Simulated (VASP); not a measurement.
Runs of VASP 6.6.1 on W. The structure is that of space group Im-3m (No. 229), or close to it. The cells are those of the table. 

| task | cell | k mesh for the DOS | occupations for the DOS | gap on the mesh (eV) | pressure (GPa) |
| --- | --- | --- | --- | --- | --- |
| single point | a = 2.732 Å, angles 109.5°, 1 atom | - | - | none | (a) |
| single point | a = 2.676 Å, angles 109.5°, 1 atom | - | - | none | 23.9 |
| single point | a = 2.741 Å, angles 109.5°, 1 atom | - | - | none | -2.5 |
| single point | a = 2.704 Å, angles 109.5°, 1 atom | - | - | none | 11.4 |

Alike in all rows: level PBEsol; potentials or basis VASP PAW PBE potentials, release 64 (W_sv); no spin polarisation; k mesh 18 × 18 × 18; cutoff (eV) 520; smearing gaussian 0.1 eV.

Q: Fill in the values left out.

A: (a) 0.6.

Caveats: the PAW data sets were made with another functional, which shifts forces and pressure a little; spin-orbit coupling is left out, which moves the levels of the heavy elements.

A k mesh can miss the band edges, and the runs leave out spin-orbit coupling on W.

A gap of «none» marks levels without a gap at the run's occupations.
